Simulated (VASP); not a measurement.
AlN: single point with PBE

The system is AlN.

```
Al N
1.0
     3.11100    0.00000    0.00000
    -1.55550    2.69421    0.00000
     0.00000    0.00000    4.97800
Al N
2 2
Direct
  0.33333 0.66667 0.98957
  0.66667 0.33333 0.48957
  0.33333 0.66667 0.40509
  0.66667 0.33333 0.90509
```

This cell differs from its parent crystal: mode 7 (584.8 1/cm) frozen in, largest displacement +0.100 Å.

```
Program             : VASP 6.6.1
Task                : single point
Functional          : PBE
Potentials or basis : VASP PAW PBE potentials, release 64 (Al, N)
Cutoff              : 520 eV
k mesh              : 12 × 12 × 6
Occupations         : gaussian, width 0.05 eV
Spin                : no spin polarisation
```

- Pressure: 5.6 GPa
- Largest force: 1.260 eV/Å
- Band gap on the k mesh: 3.68 eV, direct

Forces on the atoms (eV/Å):
```
Al   0.000  0.000  1.260
Al   0.000  0.000  1.260
N    0.000  0.000 -1.260
N    0.000  0.000 -1.260
```

Stress tensor (GPa, compression positive):
```
11.25  0.00  0.00
 0.00 11.25  0.00
 0.00  0.00 -5.80
```

Levels at points of the mesh, in eV from the valence-band top:
| k point | band 5 | band 6 | band 7 | band 8 | band 9 | band 10 | band 11 | band 12 |
| --- | --- | --- | --- | --- | --- | --- | --- | --- |
| (0.00, 0.00, 0.00) | -1.62 | -0.96 | -0.96 | 0.00 | 3.68 | 6.25 | 10.40 | 10.58 |
| (0.50, 0.00, 0.00) | -3.64 | -2.77 | -1.97 | -1.40 | 5.42 | 5.58 | 7.49 | 9.68 |
| (0.00, 0.00, 0.50) | -1.30 | -1.30 | -1.30 | -1.30 | 6.15 | 6.15 | 9.82 | 9.82 |
| (0.50, 0.00, 0.50) | -2.16 | -2.16 | -1.63 | -1.63 | 4.92 | 4.92 | 8.45 | 8.45 |

It took 31 s on 1 thread of Intel(R) Xeon(R) Platinum 8259CL CPU @ 2.50GHz (Skylake/Cascade Lake), on a shared host, peak memory 0.18 GiB.

Caveat: the cell differs from its parent crystal (mode 7 (584.8 1/cm) frozen in, largest displacement +0.100 Å); forces of over 1 eV/Å act on the atoms, so gaps and moduli don't describe the material at rest. A k mesh can miss the band edges.
